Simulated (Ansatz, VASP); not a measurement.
**Se in VASP and in Ansatz**

```
Se
1.0
     3.10504    0.00000    0.00000
    -1.55252    2.68905    0.00000
     0.00000    0.00000    5.03017
Se
2
Direct
  0.33333 0.66667 0.25000
  0.66667 0.33333 0.75000
```

Alike in both runs: task single point; functional PBE; k mesh 11 × 11 × 6; occupations fermi-dirac, width 0.05 eV; no spin polarisation.

|  | VASP | Ansatz |
| --- | --- | --- |
| version | VASP 6.6.1 | Ansatz 0.2.0 |
| potentials or method | VASP PAW PBE potentials, release 64 (Se), cutoff 520 eV | all-electron LAPW, scalar-relativistic |

Ansatz gave:

- pressure (GPa): -1.9
- traceless stress, the component that is largest in VASP (GPa): -2.48

Problem. What did VASP give for the same quantities?

Solution. Pressure (GPa): -1.9; traceless stress, the component that is largest in VASP (GPa): -2.49.

Ansatz ran all-electron here, and VASP with PAW potentials.
